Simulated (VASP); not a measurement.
Set up this calculation in VASP 6.6.1, as the native input.

```yaml
Task: relaxation of cell and atoms
Functional: r2SCAN
Potentials_or_basis: VASP PAW PBE potentials, release 64 (Sn_d, Te)
Cutoff: 600 eV
k_mesh: 6 × 6 × 6
Occupations: gaussian, width 0.1 eV
Spin: no spin polarisation
Target_pressure: 20 GPa
Dipole_correction: no
Further_INCAR_settings: ALGO = Normal; EDIFF = 1e-07; IBRION = 2; EDIFFG = -0.01; NSW = 60; ISIF = 3
```

Crystal: SnTe.

```xyz
2
Lattice="4.4560 0.0000 0.0000 2.2280 3.8590 0.0000 2.2280 1.2863 3.6383" Properties=species:S:1:pos:R:3 pbc="T T T"
Sn    0.0000    0.0000    0.0000
Te    4.4560    2.5727    1.8191
```

One way to write it, as run:

POSCAR

```
SnTe
1.0
    4.4559750000      0.0000000000      0.0000000000
    2.2279875000      3.8589875486      0.0000000000
    2.2279875000      1.2863291829      3.6382883522
Sn Te
1 1
Direct
    0.0000000000      0.0000000000      0.0000000000
    0.5000000000      0.5000000000      0.5000000000
```

INCAR.step1

```
PREC = Accurate
ENCUT = 600
ISMEAR = 0
SIGMA = 0.1
LREAL = False
LASPH = True
NELM = 60
GGA = PE
ALGO = Normal
EDIFF = 1E-4
LWAVE = True
LCHARG = False
```

INCAR.step2

```
PREC = Accurate
ENCUT = 600
EDIFF = 1E-7
ISMEAR = 0
SIGMA = 0.1
LREAL = False
LASPH = True
NELM = 60
ALGO = Normal
ISIF = 3
LWAVE = False
LCHARG = False
METAGGA = R2SCAN
LMIXTAU = True
IBRION = 2
NSW = 60
EDIFFG = -0.01
PSTRESS = 200.0
ISTART = 1
```

KPOINTS

```
regular mesh
0
Gamma
  6 6 6
```

Potentials or basis: VASP PAW PBE potentials, release 64 (Sn_d, Te).

Command:

```console
$ cat potpaw_PBE.64/Sn_d/POTCAR potpaw_PBE.64/Te/POTCAR > POTCAR
$ cp INCAR.step1 INCAR
$ mpirun -np 1 vasp_std > vasp.out
$ cp INCAR.step2 INCAR
$ mpirun -np 1 vasp_std > vasp.out
```

Results of the run:

The relaxed volume is 24.87 Å³/atom. The relaxed cell is a = 4.128 Å, b = 4.128 Å, c = 4.128 Å, α = 60.00°, β = 60.00°, γ = 60.00°. The space group after relaxing (to 0.05 Å) is Fm-3m (No. 225) and the energy change on relaxing (the enthalpy is what falls) is +370.2 meV/atom. The ionic steps are 5 and the pressure after relaxing is 20.0 GPa. The band gap on the k mesh is zero (band 10 reaches 10.47 eV, above the bottom of band 11 at 10.07 eV).

Caveat: the cell is relaxed towards a set pressure, so the enthalpy falls and the energy may rise; the volume moved by over 15 % at a fixed basis, so the end points are rough; the PAW data sets were made with another functional, which shifts forces and pressure a little; spin-orbit coupling is left out, which moves the levels of the heavy elements.

Run time: 4.1 min on 1 thread of Intel(R) Xeon(R) Platinum 8375C CPU @ 2.90GHz (Ice Lake), on a shared host, peak memory 0.24 GiB.
